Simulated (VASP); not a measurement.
Set up this calculation in VASP 6.6.1, as the native input.

| Quantity | Value |
| --- | --- |
| Task | relaxation of shape and atoms at fixed volume |
| Functional | PBE |
| Potentials or basis | VASP PAW PBE potentials, release 64 (Cd, Se) |
| Cutoff | 600 eV |
| k mesh | 10 × 10 × 6 |
| Occupations | gaussian, width 0.05 eV |
| Spin | no spin polarisation |
| Dipole correction | no |
| Further INCAR settings | ALGO = Normal; EDIFF = 1e-06; IBRION = 2; EDIFFG = -0.01; NSW = 60; ISIF = 4 |

The structure of CdSe lies in POSCAR:

```
CdSe
1.0
    4.2624541090      0.0000000000      0.0000000000
   -2.1312270545      3.6913935408      0.0000000000
    0.0000000000      0.0000000000      6.9595790050
Cd Se
2 2
Direct
    0.3333333333      0.6666666667      0.0046115015
    0.6666666667      0.3333333333      0.5046115015
    0.3333333333      0.6666666667      0.3803884985
    0.6666666667      0.3333333333      0.8803884985
```

One way to write it, as run:

INCAR

```
PREC     = Accurate       # precision mode
ENCUT    = 600            # plane-wave cutoff, eV
EDIFF    = 1E-6           # SCF threshold, eV
ISMEAR   = 0              # smearing method
SIGMA    = 0.05           # smearing width, eV
LREAL    = False          # projectors in reciprocal space
LASPH    = True           # aspherical terms in the spheres
NELM     = 100            # most SCF steps
ALGO     = Normal         # electronic algorithm
ISIF     = 4              # what is computed and relaxed
LWAVE    = False          # write WAVECAR
LCHARG   = False          # write CHGCAR
GGA      = PE             # functional
IBRION   = 2              # ionic algorithm
NSW      = 60             # ionic steps
EDIFFG   = -0.01          # ionic threshold
```

KPOINTS

```
regular mesh
0
Gamma
  10 10 6
```

Potentials or basis: VASP PAW PBE potentials, release 64 (Cd, Se).

The run is started by

```bash
$ cat potpaw_PBE.64/Cd/POTCAR potpaw_PBE.64/Se/POTCAR > POTCAR
$ mpirun -np 1 vasp_std > vasp.out
```

Results of the run:

```
Energy gained by relaxing    : 0.0 meV/atom
Ionic steps                  : 2
Pressure after relaxing      : 4.8 GPa
Largest force after relaxing : 0.004 eV/Å
Band gap on the k mesh       : 0.73 eV
```

Wall time 77 s on 1 thread of Intel(R) Xeon(R) 6975P-C (Granite Rapids), on a shared host, peak memory 0.36 GiB.
